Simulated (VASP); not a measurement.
# MgC2 (P1) in VASP: a series of runs

MgC2 is run at these levels: r2SCAN; tasks: single point.

Program: VASP 6.6.1. These are calculated values, not measurements. Logs are shortened: lines on timing, memory, paths and dates and some standing lists are left out, and cuts for length are marked.

### Step 1. The cell of the first run

The typed cell holds 6 atoms: a = 3.951 Å, b = 3.951 Å, c = 4.987 Å, α = 90.00°, β = 90.00°, γ = 90.00°.

### Step 2. Single point, r2SCAN

POSCAR reads:

```
MgC2
1.0
    3.9507770000      0.0000000000      0.0000000000
    0.0000000000      3.9507770000      0.0000000000
    0.0000000000      0.0000000000      4.9870890000
Mg C
2 4
Direct
   -0.0088950000     -0.0043460000      0.4923900000
    0.5033630000      0.5100160000     -0.0051830000
    0.3876270000      0.6066950000      0.5087150000
    0.1176850000      0.1209630000     -0.0000010000
    0.6130530000      0.3856960000      0.4972100000
    0.8770760000      0.8834810000      0.0045650000
```

INCAR.step1 reads:

```
PREC = Accurate
ENCUT = 520
ISMEAR = 0
SIGMA = 0.05
LREAL = F
LASPH = T
NELM = 100
NBANDS = 19
GGA = PE
ALGO = Normal
EDIFF = 1E-4
LWAVE = T
LCHARG = F
```

INCAR.step2 reads:

```
PREC = Accurate
ENCUT = 520
EDIFF = 1E-6
ISMEAR = 0
SIGMA = 0.05
LREAL = F
LASPH = T
NELM = 100
ALGO = Normal
ISIF = 2
LWAVE = F
LCHARG = F
METAGGA = R2SCAN
LMIXTAU = T
NBANDS = 19
ISTART = 1
```

KPOINTS reads:

```
regular mesh
0
Gamma
  5 5 4
```

Potentials or basis: VASP PAW PBE potentials, release 64 (Mg, C).

Run with:

```sh
> cat potpaw_PBE.64/Mg/POTCAR potpaw_PBE.64/C/POTCAR > POTCAR
> cp INCAR.step1 INCAR
> mpirun -np 1 vasp_std > vasp.out
> cp INCAR.step2 INCAR
> mpirun -np 1 vasp_std > vasp.out
```

OUTCAR:

```text
PREC = Accurate
   ENCUT = 520
   EDIFF = 1E-6
   ISMEAR = 0
   LREAL = F
   LASPH = T
   NELM = 100
   ISIF = 2
   METAGGA = R2SCAN
   ISTART = 1

 ion  position               nearest neighbor table
   1  0.991  0.996  0.492-   5 2.15   3 2.20   6 2.51   4 2.55   4 2.63   6 2.63   5 2.84   3 2.84

   2  0.503  0.510  0.995-   6 2.09   4 2.16   3 2.50   5 2.57   5 2.59   3 2.63   4 2.85
   3  0.388  0.607  0.509-   5 1.25   1 2.20   2 2.50   2 2.63   1 2.84
   4  0.118  0.121  1.000-   6 1.34   2 2.16   1 2.55   1 2.63   2 2.85
   5  0.613  0.386  0.497-   3 1.25   1 2.15   2 2.57   2 2.59   1 2.84
   6  0.877  0.883  0.005-   4 1.34   2 2.09   1 2.51   1 2.63

  LATTYP: Found a simple tetragonal cell.
 ALAT       =     3.9507770000
 C/A-ratio  =     1.2623058705

  Lattice vectors:

 A1 = (   3.9507770000,   0.0000000000,   0.0000000000)
 A2 = (   0.0000000000,   3.9507770000,   0.0000000000)
 A3 = (   0.0000000000,   0.0000000000,   4.9870890000)

Analysis of symmetry for initial positions (statically):
=====================================================================
 Subroutine PRICEL returns:
 Original cell was already a primitive cell.

 Routine SETGRP: Setting up the symmetry group for a
 simple tetragonal supercell.

 Subroutine GETGRP returns: Found  1 space group operations
 (whereof  1 operations were pure point group operations)
 out of a pool of 16 trial point group operations.

The static configuration has the point symmetry C_1 .

Analysis of symmetry for dynamics (positions and initial velocities):
=====================================================================
 Subroutine PRICEL returns:
 Original cell was already a primitive cell.

 Routine SETGRP: Setting up the symmetry group for a
 simple tetragonal supercell.

 Subroutine GETGRP returns: Found  1 space group operations
 (whereof  1 operations were pure point group operations)
 out of a pool of 16 trial point group operations.

The dynamic configuration has the point symmetry C_1 .

 Subroutine INISYM returns: Found  1 space group operations
 (whereof  1 operations are pure point group operations),
 and found     1 'primitive' translations

----------------------------------------------------------------------------------------

                                     Primitive cell

  volume of cell :      77.8417

  direct lattice vectors                    reciprocal lattice vectors
     3.950777000  0.000000000  0.000000000     0.253114767  0.000000000  0.000000000
     0.000000000  3.950777000  0.000000000     0.000000000  0.253114767  0.000000000
     0.000000000  0.000000000  4.987089000     0.000000000  0.000000000  0.200517777

  length of vectors
     3.950777000  3.950777000  4.987089000     0.253114767  0.253114767  0.200517777

  position of ions in fractional coordinates (direct lattice)
     0.991105000  0.995654000  0.492390000
     0.503363000  0.510016000  0.994817000
     0.387627000  0.606695000  0.508715000
     0.117685000  0.120963000  0.999999000
     0.613053000  0.385696000  0.497210000
     0.877076000  0.883481000  0.004565000

  ion indices of the primitive-cell ions
   primitive index   ion index
                 1           1
                 2           2
                 3           3
                 4           4
                 5           5
                 6           6

----------------------------------------------------------------------------------------

 KPOINTS: regular mesh

Automatic generation of k-mesh.
 Grid dimensions read from file:
 generate k-points for:    5    5    4

 Generating k-lattice:

  Cartesian coordinates                     Fractional coordinates (reciprocal lattice)
     0.050622953  0.000000000  0.000000000     0.200000000  0.000000000  0.000000000
     0.000000000  0.050622953  0.000000000     0.000000000  0.200000000  0.000000000
     0.000000000  0.000000000  0.050129444     0.000000000  0.000000000  0.250000000

  Length of vectors
     0.050622953  0.050622953  0.050129444

  Shift w.r.t. Gamma in fractional coordinates (k-lattice)
     0.000000000  0.000000000  0.000000000

 Subroutine IBZKPT returns following result:
 ===========================================

 Found     51 irreducible k-points:

 Following reciprocal coordinates:
            Coordinates               Weight
  0.000000  0.000000  0.000000      1.000000
  0.200000  0.000000  0.000000      2.000000
  0.000000  0.200000  0.000000      2.000000
  0.400000  0.000000  0.000000      2.000000
  0.000000  0.400000  0.000000      2.000000
  0.200000  0.200000  0.000000      2.000000
[... 16 lines left out ...]
  0.200000  0.200000  0.250000      2.000000
 -0.200000  0.200000  0.250000      2.000000
 [... further k-points ...]
   k-points           NKPTS =     51   k-points in BZ     NKDIM =     51   number of bands    NBANDS=     19
   number of dos      NEDOS =    301   number of ions     NIONS =      6
   total plane-waves  NPLWV =  36000
   dimension x,y,z NGX =    30 NGY =   30 NGZ =   40
   dimension x,y,z NGXF=    60 NGYF=   60 NGZF=   80
   ions per type =               2   4
   NGX,Y,Z   is equivalent  to a cutoff of  12.62, 12.62, 13.33 a.u.
   NGXF,Y,Z  is equivalent  to a cutoff of  25.25, 25.25, 26.67 a.u.
 SYSTEM =  unknown system
   PREC   = accura    normal or accurate (medium, high low for compatibility)
   ISTART =      1    job   : 0-new  1-cont  2-samecut
   ICHARG =      0    charge: 1-file 2-atom 10-const
   ISPIN  =      1    spin polarized calculation?
   LNONCOLLINEAR =      F non collinear calculations
   LSORBIT =      F    spin-orbit coupling
   LASPH  =      T    aspherical Exc in radial PAW
   ENCUT  =  520.0 eV  38.22 Ry    6.18 a.u.   7.35  7.35  9.27*2*pi/ulx,y,z
   NELM   =    100;   NELMIN=  2; NELMDL=  0     # of ELM steps
   EDIFF  = 0.1E-05   stopping-criterion for ELM
   LREAL  =      F    real-space projection
   EDIFFG = 0.1E-04   stopping-criterion for IOM
   NSW    =      0    number of steps for IOM
   IBRION =     -1    ionic relax: 0-MD 1-quasi-New 2-CG
   NFREE  =      0    steps in history (QN), initial steepest desc. (CG)
   ISIF   =      2    stress and relaxation
   ISYM   =      2    0-nonsym 1-usesym 2-fastsym
   POTIM  = 0.5000    time-step for ionic-motion
   TEBEG  =    0.0;   TEEND  =   0.0 temperature during run
   PSTRESS=    0.0 pullay stress
   NELECT =      20.0000    total number of electrons
   NUPDOWN=      -1.0000    fix difference up-down
   EMIN   =  10.00;   EMAX   =-10.00  energy-range for DOS
   EFERMI =   0.00;   METHOD = LEGACY
   ISMEAR =     0;   SIGMA  =   0.05  broadening in eV -4-tet -1-fermi 0-gaus
   EFERMI_NEDOS =   21; number of points for ismear=-14 and -15
   IALGO  =     38    algorithm
   IMIX   =      4    mixing-type and parameters
     AMIX     =   0.40;   BMIX     =  1.00
     AMIX_MAG =   1.60;   BMIX_MAG =  1.00
  volume/ion in A,a.u.               =      12.97        87.55
  Fermi-wavevector in a.u.,A,eV,Ry     =   1.040752  1.966737 14.737364  1.083166
  Thomas-Fermi vector in A             =   2.175342
   LORBIT       =      0    0 simple, 1 ext, 2 COOP (PROOUT), +10 PAW based schemes
   METAGGA = R2SCAN    functional components
   LHFCALC =     F    Hartree Fock is set to
   AEXX    =    0.0000 exact exchange contribution
   IVDW    =     0    specifies the selected vdW correction
   LEPSILON=     F    determine dielectric tensor
   LRPA    =     F    only Hartree local field effects (RPA)
 non-spin polarized calculation
 Gauss-broadening in eV      SIGMA  =   0.05
  energy-cutoff  :      520.00
  volume of cell :       77.84
 maximum number of plane-waves:      2146
 NGX is ok and might be reduce to    30
   NGX = 15   NGY = 15   NGZ = 19

 number of electron      20.0000000 magnetization

 Free energy of the ion-electron system (eV)
  ---------------------------------------------------
  ext. energy  EPLUGINS =         0.00000000
  ---------------------------------------------------
  free energy    TOTEN  =       -45.92313942 eV

  energy without entropy =      -45.92313942  energy(sigma->0) =      -45.92313942

 E-fermi :   1.2310     XC(G=0):  -9.9940

 val. band max:        0.9926027443   @ k =  -0.2000   0.2000   0.0000
 cond. band min:       3.5454672030   @ k =   0.0000   0.0000   0.0000
 fundamental gap:      2.5528644587
 Fermi energy:         1.2309505918

 k-point     1 :       0.0000    0.0000    0.0000
  band No.  band energies     occupation
      1     -12.6569      2.00000
      2     -11.6306      2.00000
      3      -2.8225      2.00000
      4      -2.5796      2.00000
      5      -2.3300      2.00000
      6      -2.0251      2.00000
[... 11 lines left out ...]
     18      12.6716      0.00000
     19      13.6713      0.00000

 k-point     2 :       0.2000    0.0000    0.0000
  band No.  band energies     occupation
      1     -12.5327      2.00000
      2     -11.6435      2.00000
      3      -3.3557      2.00000
      4      -2.9481      2.00000
      5      -2.2899      2.00000
      6      -1.7240      2.00000
[... 11 lines left out ...]
     18      11.9377      0.00000
     19      13.1028      0.00000

 k-point     3 :       0.0000    0.2000    0.0000
  band No.  band energies     occupation
      1     -12.5330      2.00000
      2     -11.6441      2.00000
      3      -3.3413      2.00000
      4      -2.9302      2.00000
      5      -2.2953      2.00000
      6      -1.7301      2.00000
[... 11 lines left out ...]
     18      11.9586      0.00000
     19      13.1155      0.00000

 k-point     4 :       0.4000    0.0000    0.0000
  band No.  band energies     occupation
      1     -12.2730      2.00000
      2     -11.7179      2.00000
      3      -4.0196      2.00000
      4      -3.6032      2.00000
      5      -1.5823      2.00000
      6      -1.1823      2.00000
[... 11 lines left out ...]
     18      11.7636      0.00000
     19      12.6627      0.00000

 k-point     5 :       0.0000    0.4000    0.0000
  band No.  band energies     occupation
      1     -12.2741      2.00000
      2     -11.7195      2.00000
      3      -3.9976      2.00000
      4      -3.5722      2.00000
      5      -1.5900      2.00000
      6      -1.1918      2.00000
[... 11 lines left out ...]
     18      11.8596      0.00000
     19      12.6672      0.00000

 k-point     6 :       0.2000    0.2000    0.0000
  band No.  band energies     occupation
      1     -12.4224      2.00000
      2     -11.6426      2.00000
      3      -3.6970      2.00000
      4      -3.1118      2.00000
      5      -2.0457      2.00000
      6      -1.9263      2.00000
[... 11 lines left out ...]
     18      12.9034      0.00000
     19      13.6004      0.00000

 k-point     7 :      -0.2000    0.2000    0.0000
  band No.  band energies     occupation
      1     -12.4256      2.00000
      2     -11.6399      2.00000
      3      -3.5320      2.00000
      4      -3.2961      2.00000
      5      -2.0648      2.00000
      6      -1.8853      2.00000
[... 11 lines left out ...]
     18      12.7291      0.00000
     19      13.6181      0.00000

 k-point     8 :       0.4000    0.2000    0.0000
  band No.  band energies     occupation
      1     -12.2060      2.00000
      2     -11.6714      2.00000
      3      -4.1519      2.00000
      4      -3.6877      2.00000
      5      -1.5049      2.00000
      6      -1.3836      2.00000
[... 256 lines left out ...]
 k-point    20 :       0.0000    0.4000    0.2500
  band No.  band energies     occupation
      1     -12.2336      2.00000
      2     -11.7211      2.00000
      3      -4.2133      2.00000
      4      -3.8260      2.00000
      5      -1.3011      2.00000
      6      -1.1166      2.00000
[... 11 lines left out ...]
     18      12.2931      0.00000
     19      12.8602      0.00000

 k-point    21 :      -0.4000    0.0000    0.2500
  band No.  band energies     occupation
      1     -12.2318      2.00000
      2     -11.7204      2.00000
      3      -4.2282      2.00000
      4      -3.8559      2.00000
      5      -1.3301      2.00000
      6      -1.0846      2.00000
[... 11 lines left out ...]
     18      12.2281      0.00000
     19      12.9075      0.00000

 k-point    22 :       0.0000   -0.4000    0.2500
  band No.  band energies     occupation
      1     -12.2342      2.00000
      2     -11.7204      2.00000
      3      -4.2170      2.00000
      4      -3.8280      2.00000
      5      -1.3008      2.00000
      6      -1.0850      2.00000
[... 11 lines left out ...]
     18      12.2246      0.00000
     19      12.8849      0.00000

 k-point    23 :       0.2000    0.2000    0.2500
  band No.  band energies     occupation
      1     -12.3434      2.00000
      2     -11.7008      2.00000
      3      -3.9187      2.00000
      4      -3.0006      2.00000
      5      -2.6301      2.00000
      6      -1.1822      2.00000
[... 11 lines left out ...]
     18      12.7823      0.00000
     19      13.5768      0.00000

 k-point    24 :      -0.2000    0.2000    0.2500
  band No.  band energies     occupation
      1     -12.3430      2.00000
      2     -11.7037      2.00000
      3      -3.5424      2.00000
      4      -3.4303      2.00000
      5      -2.6538      2.00000
      6      -1.1208      2.00000
[... 11 lines left out ...]
     18      12.6979      0.00000
     19      13.6111      0.00000

 [... further k-points ...]
[... 5 lines left out ...]
  --------------------------------------------------------------------------------------
  -------------------------------------------------------------------------------------
  Total       -3.6748200     -3.6619461     -0.5851286     -3.0027748      0.2414059     -0.1482613
  in kB      -75.6370350    -75.3720596    -12.0434179    -61.8046558      4.9687401     -3.0515894
  external PRESSURE =     -54.3508375 kB  Pullay stress =       0.0000000 kB

 VOLUME and BASIS-vectors are now :
 -----------------------------------------------------------------------------
  energy-cutoff  :      520.00
  volume of cell :       77.84
      direct lattice vectors                 reciprocal lattice vectors
     3.950777000  0.000000000  0.000000000     0.253114767  0.000000000  0.000000000
     0.000000000  3.950777000  0.000000000     0.000000000  0.253114767  0.000000000
     0.000000000  0.000000000  4.987089000     0.000000000  0.000000000  0.200517777

 POSITION                                       TOTAL-FORCE (eV/Angst)
 -----------------------------------------------------------------------------------
      3.91563      3.93361      2.45559         0.197880     -0.190958      0.098636
      1.98867      2.01496      4.96124        -0.424003     -0.425355      0.042713
      1.53143      2.39692      2.53701        -0.096641      0.190736     -0.204467
      0.46495      0.47790      4.98708        -3.975234     -3.915136      0.125284
      2.42204      1.52380      2.47963        -0.069791      0.070051      0.106465
      3.46513      3.49044      0.02277         4.367788      4.270662     -0.168631
 -----------------------------------------------------------------------------------
    total drift:                                0.002671     -0.002945      0.005073

  FREE ENERGIE OF THE ION-ELECTRON SYSTEM (eV)
  ---------------------------------------------------
  free  energy   TOTEN  =       -45.9231394226 eV

  energy  without entropy=      -45.9231394226  energy(sigma->0) =      -45.92313942
```

Run time: 3.4 min. Hardware: 1 thread of Intel Xeon Platinum 8488C (Sapphire Rapids), shared host; peak memory 0.23 GiB.

Results:

```yaml
Free_energy: -45.9231 eV
Pressure: -5.4 GPa
Largest_force: 6.111 eV/Å
Band_gap_on_the_k_mesh: 2.55 eV, indirect (least direct gap 2.68 eV)
```

Forces on the atoms (eV/Å):
```
Mg   0.198 -0.191  0.099
Mg  -0.424 -0.425  0.043
C   -0.097  0.191 -0.204
C   -3.975 -3.915  0.125
C   -0.070  0.070  0.106
C    4.368  4.271 -0.169
```

Levels at points of the mesh, in eV from the valence-band top:
| k point | band 8 | band 9 | band 10 | band 11 | band 12 | band 13 |
| --- | --- | --- | --- | --- | --- | --- |
| (0.00, 0.00, 0.00) | -0.49 | -0.33 | -0.13 | 2.55 | 5.27 | 5.35 |
| (0.00, 0.00, 0.50) | -0.50 | -0.46 | -0.28 | 3.38 | 3.95 | 5.56 |

Caveat: the PAW data sets were made with another functional, which shifts forces and pressure a little. A k mesh can miss the band edges.

### Step 3. Single point, r2SCAN

POSCAR is that of step 2.

INCAR.step1 reads:

```
SYSTEM = MgC2
PREC = Accurate ; ENCUT = 520
ISMEAR = 0 ; SIGMA = 0.025
LREAL = .False. ; LASPH = .True.
NELM = 100 ; NBANDS = 19
GGA = PE ; ALGO = Normal
EDIFF = 1E-4 ; LWAVE = .True.
LCHARG = .False.
```

INCAR.step2 reads:

```
SYSTEM = MgC2
PREC = Accurate ; ENCUT = 520
EDIFF = 1E-6 ; ISMEAR = 0
SIGMA = 0.025 ; LREAL = .False.
LASPH = .True. ; NELM = 100
ALGO = Normal ; ISIF = 2
LWAVE = .False. ; LCHARG = .False.
METAGGA = R2SCAN ; LMIXTAU = .True.
NBANDS = 19 ; ISTART = 1
```

KPOINTS reads:

```
regular mesh
0
Gamma
  5 5 4
  0 0 0
```

Potentials or basis: VASP PAW PBE potentials, release 64 (Mg, C).

Run with:

```sh
> cat potpaw_PBE.64/Mg/POTCAR potpaw_PBE.64/C/POTCAR > POTCAR
> cp INCAR.step1 INCAR
> mpirun -np 1 vasp_std > vasp.out
> cp INCAR.step2 INCAR
> mpirun -np 1 vasp_std > vasp.out
```

Wall time 3.4 min (1 thread of Intel Xeon Platinum 8488C (Sapphire Rapids), shared host); peak memory 0.23 GiB.

The run converged. Its results:

| Quantity | Value |
| --- | --- |
| Free energy | -45.9231 eV |
| Pressure | -5.4 GPa |
| Largest force | 6.111 eV/Å |
| Band gap on the k mesh | 2.55 eV, indirect (least direct gap 2.68 eV) |

Forces in eV/Å, atoms in the order of the input:
```
Mg   0.198 -0.191  0.099
Mg  -0.424 -0.425  0.043
C   -0.097  0.191 -0.204
C   -3.975 -3.915  0.125
C   -0.070  0.070  0.106
C    4.368  4.271 -0.169
```

Stress tensor (GPa, compression positive):
```
-7.56 -6.18 -0.31
-6.18 -7.54  0.50
-0.31  0.50 -1.20
```

Levels at points of the mesh, in eV from the valence-band top:
| k point | band 6 | band 7 | band 8 | band 9 | band 10 | band 11 | band 12 | band 13 | band 14 | band 15 |
| --- | --- | --- | --- | --- | --- | --- | --- | --- | --- | --- |
| (0.00, 0.00, 0.00) | -3.02 | -1.56 | -0.49 | -0.33 | -0.13 | 2.55 | 5.27 | 5.35 | 5.96 | 7.73 |
| (0.00, 0.00, 0.50) | -3.21 | -0.83 | -0.50 | -0.46 | -0.28 | 3.38 | 3.95 | 5.56 | 6.13 | 9.81 |

Caveat: the PAW data sets were made with another functional, which shifts forces and pressure a little.
